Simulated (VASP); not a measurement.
# MoS2 (P-3m1) in VASP: further runs

MoS2 is run at these levels: PBE; tasks: single point.

Everything below comes from runs of VASP 6.6.1. Logs are shortened: lines on timing, memory, paths and dates and some standing lists are left out, and cuts for length are marked.

**1. The cell of the first run**

It takes space group P-3m1 (No. 164, trigonal). Conventional cell: a = 3.227 Å, b = 3.227 Å, c = 6.312 Å, α = 90.00°, β = 90.00°, γ = 120.00°. Mo (site symmetry -3m) has 6 S at 2.42 Å within 3.2 Å. S (site symmetry 3m) has 3 Mo at 2.42 Å within 3.2 Å.

**2. Single point, PBE**

INCAR

```
SYSTEM = MoS2
PREC = Accurate
ENCUT = 520
EDIFF = 1E-6
ISMEAR = 0
SIGMA = 0.023
LREAL = .FALSE.
LASPH = .TRUE.
NELM = 60
ALGO = Normal
ISIF = 2
LWAVE = .FALSE.
LCHARG = .TRUE.
GGA = PE
LELF = .TRUE.
LVHAR = .TRUE.
NBANDS = 20
```

KPOINTS

```
regular mesh
0
G
  9 9 4
  0 0 0
```

POSCAR

```
MoS2
1.0
    3.2274645616      0.0000000000      0.0000000000
   -1.6137322808      2.7950663001      0.0000000000
    0.0000000000      0.0000000000      6.3124734200
Mo S
1 2
Direct
    0.0000000000      0.0000000000      0.5000000000
    0.6666666667      0.3333333333      0.7446806800
    0.3333333333      0.6666666667      0.2553193200
```

Potentials or basis: VASP PAW PBE potentials, release 64 (Mo_sv, S).

On the command line:

```
cat potpaw_PBE.64/Mo_sv/POTCAR potpaw_PBE.64/S/POTCAR > POTCAR
mpirun -np 1 vasp_std > vasp.out
```

OUTCAR:

```text
SYSTEM = MoS2
   PREC = Accurate
   ENCUT = 520
   EDIFF = 1E-6
   ISMEAR = 0
   LREAL = .FALSE.
   LASPH = .TRUE.
   NELM = 60
   ISIF = 2
   GGA = PE

 ion  position               nearest neighbor table
   1  0.000  0.000  0.500-   2 2.42   3 2.42   3 2.42   2 2.42   2 2.42   3 2.42
   2  0.667  0.333  0.745-   1 2.42   1 2.42   1 2.42
   3  0.333  0.667  0.255-   1 2.42   1 2.42   1 2.42

  LATTYP: Found a hexagonal cell.
 ALAT       =     3.2274645616
 C/A-ratio  =     1.9558614199

  Lattice vectors:

 A1 = (   3.2274645616,   0.0000000000,   0.0000000000)
 A2 = (  -1.6137322808,   2.7950663001,   0.0000000000)
 A3 = (   0.0000000000,   0.0000000000,   6.3124734200)

Analysis of symmetry for initial positions (statically):
=====================================================================
 Subroutine PRICEL returns:
 Original cell was already a primitive cell.

 Routine SETGRP: Setting up the symmetry group for a
 hexagonal supercell.

 Subroutine GETGRP returns: Found 12 space group operations
 (whereof 12 operations were pure point group operations)
 out of a pool of 24 trial point group operations.

The static configuration has the point symmetry D_3d.

Analysis of symmetry for dynamics (positions and initial velocities):
=====================================================================
 Subroutine PRICEL returns:
 Original cell was already a primitive cell.

 Routine SETGRP: Setting up the symmetry group for a
 hexagonal supercell.

 Subroutine GETGRP returns: Found 12 space group operations
 (whereof 12 operations were pure point group operations)
 out of a pool of 24 trial point group operations.

The dynamic configuration has the point symmetry D_3d.

 Subroutine INISYM returns: Found 12 space group operations
 (whereof 12 operations are pure point group operations),
 and found     1 'primitive' translations

----------------------------------------------------------------------------------------

                                     Primitive cell

  volume of cell :      56.9447

  direct lattice vectors                    reciprocal lattice vectors
     3.227464562  0.000000000  0.000000000     0.309840737  0.178886633  0.000000000
    -1.613732281  2.795066300  0.000000000     0.000000000  0.357773266  0.000000000
     0.000000000  0.000000000  6.312473420     0.000000000  0.000000000  0.158416509

  length of vectors
     3.227464562  3.227464562  6.312473420     0.357773266  0.357773266  0.158416509

  position of ions in fractional coordinates (direct lattice)
     0.000000000  0.000000000  0.500000000
     0.666666667  0.333333333  0.744680680
     0.333333333  0.666666667  0.255319320

  ion indices of the primitive-cell ions
   primitive index   ion index
                 1           1
                 2           2
                 3           3

----------------------------------------------------------------------------------------

 KPOINTS: regular mesh

Automatic generation of k-mesh.
 Grid dimensions read from file:
 generate k-points for:    9    9    4

 Generating k-lattice:

  Cartesian coordinates                     Fractional coordinates (reciprocal lattice)
     0.034426749  0.019876293  0.000000000     0.111111111  0.000000000  0.000000000
     0.000000000  0.039752585  0.000000000     0.000000000  0.111111111  0.000000000
     0.000000000  0.000000000  0.039604127     0.000000000  0.000000000  0.250000000

  Length of vectors
     0.039752585  0.039752585  0.039604127

  Shift w.r.t. Gamma in fractional coordinates (k-lattice)
     0.000000000  0.000000000  0.000000000

 Subroutine IBZKPT returns following result:
 ===========================================

 Found     43 irreducible k-points:

 Following reciprocal coordinates:
            Coordinates               Weight
  0.000000  0.000000  0.000000      1.000000
  0.111111  0.000000  0.000000      6.000000
  0.222222  0.000000  0.000000      6.000000
  0.333333  0.000000  0.000000      6.000000
  0.444444  0.000000  0.000000      6.000000
  0.111111  0.111111  0.000000      6.000000
[... 16 lines left out ...]
  0.222222  0.111111  0.250000     12.000000
 -0.111111  0.333333  0.250000     12.000000
 [... further k-points ...]
   k-points           NKPTS =     43   k-points in BZ     NKDIM =     43   number of bands    NBANDS=     20
   number of dos      NEDOS =    301   number of ions     NIONS =      3
   total plane-waves  NPLWV =  27648
   dimension x,y,z NGX =    24 NGY =   24 NGZ =   48
   dimension x,y,z NGXF=    48 NGYF=   48 NGZF=   96
   ions per type =               1   2
   NGX,Y,Z   is equivalent  to a cutoff of  12.36, 12.36, 12.64 a.u.
   NGXF,Y,Z  is equivalent  to a cutoff of  24.72, 24.72, 25.28 a.u.
 SYSTEM =  MoS2
   PREC   = accura    normal or accurate (medium, high low for compatibility)
   ISTART =      0    job   : 0-new  1-cont  2-samecut
   ICHARG =      2    charge: 1-file 2-atom 10-const
   ISPIN  =      1    spin polarized calculation?
   LNONCOLLINEAR =      F non collinear calculations
   LSORBIT =      F    spin-orbit coupling
   LASPH  =      T    aspherical Exc in radial PAW
   ENCUT  =  520.0 eV  38.22 Ry    6.18 a.u.   6.00  6.00 11.74*2*pi/ulx,y,z
   NELM   =     60;   NELMIN=  2; NELMDL= -5     # of ELM steps
   EDIFF  = 0.1E-05   stopping-criterion for ELM
   LREAL  =      F    real-space projection
   EDIFFG = 0.1E-04   stopping-criterion for IOM
   NSW    =      0    number of steps for IOM
   IBRION =     -1    ionic relax: 0-MD 1-quasi-New 2-CG
   NFREE  =      0    steps in history (QN), initial steepest desc. (CG)
   ISIF   =      2    stress and relaxation
   ISYM   =      2    0-nonsym 1-usesym 2-fastsym
   POTIM  = 0.5000    time-step for ionic-motion
   TEBEG  =    0.0;   TEEND  =   0.0 temperature during run
   PSTRESS=    0.0 pullay stress
   NELECT =      26.0000    total number of electrons
   NUPDOWN=      -1.0000    fix difference up-down
   EMIN   =  10.00;   EMAX   =-10.00  energy-range for DOS
   EFERMI =   0.00;   METHOD = LEGACY
   ISMEAR =     0;   SIGMA  =   0.02  broadening in eV -4-tet -1-fermi 0-gaus
   EFERMI_NEDOS =   21; number of points for ismear=-14 and -15
   IALGO  =     38    algorithm
   IMIX   =      4    mixing-type and parameters
     AMIX     =   0.40;   BMIX     =  1.00
     AMIX_MAG =   1.60;   BMIX_MAG =  1.00
  volume/ion in A,a.u.               =      18.98       128.09
  Fermi-wavevector in a.u.,A,eV,Ry     =   1.260612  2.382212 21.621610  1.589144
  Thomas-Fermi vector in A             =   2.394113
   LORBIT       =      0    0 simple, 1 ext, 2 COOP (PROOUT), +10 PAW based schemes
   GGA     = PE    functional components
   LHFCALC =     F    Hartree Fock is set to
   AEXX    =    0.0000 exact exchange contribution
   IVDW    =     0    specifies the selected vdW correction
   LEPSILON=     F    determine dielectric tensor
   LRPA    =     F    only Hartree local field effects (RPA)
 non-spin polarized calculation
 Gauss-broadening in eV      SIGMA  =   0.02
  energy-cutoff  :      520.00
  volume of cell :       56.94
 maximum number of plane-waves:      1557
   NGX = 13   NGY = 13   NGZ = 23

 number of electron      26.0000001 magnetization

 Free energy of the ion-electron system (eV)
  ---------------------------------------------------
  ext. energy  EPLUGINS =         0.00000000
  ---------------------------------------------------
  free energy    TOTEN  =       -21.00694102 eV

  energy without entropy =      -21.00621515  energy(sigma->0) =      -21.00657809

 E-fermi :   6.8993     XC(G=0): -10.4454

 val. band max:        6.8726107503   @ k =   0.2222   0.2222   0.5000
 cond. band min:       6.9023830985   @ k =   0.1111   0.0000   0.0000
 fundamental gap:      0.0297723483
 Fermi energy:         6.8992620913

 k-point     1 :       0.0000    0.0000    0.0000
  band No.  band energies     occupation
      1     -54.8721      2.00000
      2     -28.9000      2.00000
      3     -28.8774      2.00000
      4     -28.8774      2.00000
      5      -7.9129      2.00000
      6      -6.4740      2.00000
[... 12 lines left out ...]
     19      13.1354      0.00000
     20      16.4990      0.00000

 k-point     2 :       0.1111    0.0000    0.0000
  band No.  band energies     occupation
      1     -54.8684      2.00000
      2     -28.9161      2.00000
      3     -28.8924      2.00000
      4     -28.8863      2.00000
      5      -7.7288      2.00000
      6      -6.4352      2.00000
[... 12 lines left out ...]
     19      13.8666      0.00000
     20      16.0384      0.00000

 k-point     3 :       0.2222    0.0000    0.0000
  band No.  band energies     occupation
      1     -54.8591      2.00000
      2     -29.0128      2.00000
      3     -28.9086      2.00000
      4     -28.8732      2.00000
      5      -7.2277      2.00000
      6      -6.3287      2.00000
[... 12 lines left out ...]
     19      14.6495      0.00000
     20      15.5621      0.00000

 k-point     4 :       0.3333    0.0000    0.0000
  band No.  band energies     occupation
      1     -54.8486      2.00000
      2     -29.1210      2.00000
      3     -28.9339      2.00000
      4     -28.8512      2.00000
      5      -6.6192      2.00000
      6      -6.1328      2.00000
[... 12 lines left out ...]
     19      14.0098      0.00000
     20      14.8296      0.00000

 k-point     5 :       0.4444    0.0000    0.0000
  band No.  band energies     occupation
      1     -54.8417      2.00000
      2     -29.1906      2.00000
      3     -28.9503      2.00000
      4     -28.8368      2.00000
      5      -6.3526      2.00000
      6      -5.7572      2.00000
[... 12 lines left out ...]
     19      13.7264      0.00000
     20      15.0389      0.00000
[... 353 lines left out ...]
      6      -5.7516      2.00000
[... 12 lines left out ...]
     19      13.3550      0.00000
     20      14.2913      0.00000

 k-point    22 :       0.1111    0.1111    0.2500
  band No.  band energies     occupation
      1     -54.8620      2.00000
      2     -28.9802      2.00000
      3     -28.9055      2.00000
      4     -28.8789      2.00000
      5      -7.3078      2.00000
      6      -6.4719      2.00000
[... 12 lines left out ...]
     19      15.1392      0.00000
     20      15.8137      0.00000

 k-point    23 :       0.2222    0.1111    0.2500
  band No.  band energies     occupation
      1     -54.8520      2.00000
      2     -29.0745      2.00000
      3     -28.9374      2.00000
      4     -28.8584      2.00000
      5      -6.7666      2.00000
      6      -6.2713      2.00000
[... 12 lines left out ...]
     19      14.7198      0.00000
     20      15.8084      0.00000

 k-point    24 :      -0.1111    0.3333    0.2500
  band No.  band energies     occupation
      1     -54.8520      2.00000
      2     -29.0745      2.00000
      3     -28.9374      2.00000
      4     -28.8584      2.00000
      5      -6.7131      2.00000
      6      -6.3380      2.00000
[... 12 lines left out ...]
     19      15.1684      0.00000
     20      15.3821      0.00000

 [... further k-points ...]
[... 5 lines left out ...]
  --------------------------------------------------------------------------------------
  -------------------------------------------------------------------------------------
  Total       -0.0225170     -0.0225170      1.0588407     -0.0000000      0.0000000     -0.0000000
  in kB       -0.6335322     -0.6335322     29.7912041     -0.0000000      0.0000000     -0.0000000
  external PRESSURE =       9.5080465 kB  Pullay stress =       0.0000000 kB

 VOLUME and BASIS-vectors are now :
 -----------------------------------------------------------------------------
  energy-cutoff  :      520.00
  volume of cell :       56.94
      direct lattice vectors                 reciprocal lattice vectors
     3.227464562  0.000000000  0.000000000     0.309840737  0.178886633  0.000000000
    -1.613732281  2.795066300  0.000000000     0.000000000  0.357773266  0.000000000
     0.000000000  0.000000000  6.312473420     0.000000000  0.000000000  0.158416509

 POSITION                                       TOTAL-FORCE (eV/Angst)
 -----------------------------------------------------------------------------------
      0.00000      0.00000      3.15624        -0.000000      0.000000      0.000000
      1.61373      0.93169      4.70078        -0.000000      0.000000      0.288292
     -0.00000      1.86338      1.61170         0.000000      0.000000     -0.288292
 -----------------------------------------------------------------------------------
    total drift:                                0.000000     -0.000000      0.000000

  FREE ENERGIE OF THE ION-ELECTRON SYSTEM (eV)
  ---------------------------------------------------
  free  energy   TOTEN  =       -21.0069410241 eV

  energy  without entropy=      -21.0062151536  energy(sigma->0) =      -21.00657809
```

It took 19 s on 1 thread of Intel Xeon Platinum 8559C (Emerald Rapids), shared host; peak memory 0.19 GiB.

Results:

| Item | Value |
| --- | --- |
| Free energy | -21.0069 eV |
| Pressure | 1.0 GPa |
| Largest force | 0.288 eV/Å |
| Band gap on the k mesh | zero (band 13 reaches 7.55 eV, above the bottom of band 14 at 6.52 eV) |

Forces on the atoms (eV/Å):
```
Mo   0.000  0.000  0.000
S    0.000  0.000  0.288
S    0.000  0.000 -0.288
```

Stress tensor (GPa, compression positive):
```
-0.06  0.00  0.00
 0.00 -0.06  0.00
 0.00  0.00  2.98
```

Caveat: this functional lacks dispersion, which binds the layers, so the pressure and a relaxed spacing across them are unreliable.

**3. Single point, PBE**

INCAR

```
  ALGO = Normal
  EDIFF = 1E-6
  ENCUT = 520
  GGA = PE
  ISIF = 2
  ISMEAR = 0
  LASPH = T
  LCHARG = T
  LELF = T
  LREAL = F
  LVHAR = T
  LWAVE = F
  NBANDS = 20
  NELM = 80
  PREC = Accurate
  SIGMA = 0.024
```

KPOINTS

```
k-points
0
Gamma
  9 9 4
```

POSCAR is that of step 2.

Potentials or basis: VASP PAW PBE potentials, release 64 (Mo_sv, S).

On the command line:

```
cat potpaw_PBE.64/Mo_sv/POTCAR potpaw_PBE.64/S/POTCAR > POTCAR
mpirun -np 1 vasp_std > vasp.out
```

Run time: 19 s. Hardware: 1 thread of Intel Xeon Platinum 8559C (Emerald Rapids), shared host; peak memory 0.19 GiB.

Results (log left out):

```
Free energy            : -21.0070 eV
Pressure               : 1.0 GPa
Largest force          : 0.288 eV/Å
Band gap on the k mesh : zero (band 13 reaches 7.55 eV, above the bottom of band 14 at 6.52 eV)
```

Forces in eV/Å, atoms in the order of the input:
```
Mo   0.000  0.000  0.000
S    0.000  0.000  0.288
S    0.000  0.000 -0.288
```

Stress tensor (GPa, compression positive):
```
-0.06  0.00  0.00
 0.00 -0.06  0.00
 0.00  0.00  2.98
```

Levels at points of the mesh, in eV from the Fermi level:
| k point | band 11 | band 12 | band 13 | band 14 | band 15 | band 16 |
| --- | --- | --- | --- | --- | --- | --- |
| (0.00, 0.00, 0.00) | -1.04 | -0.93 | -0.93 | -0.31 | -0.31 | 3.20 |
| (0.00, 0.00, 0.50) | -0.93 | -0.93 | -0.38 | -0.38 | -0.06 | 3.36 |

Caveat: this functional lacks dispersion, which binds the layers, so the pressure and a relaxed spacing across them are unreliable.
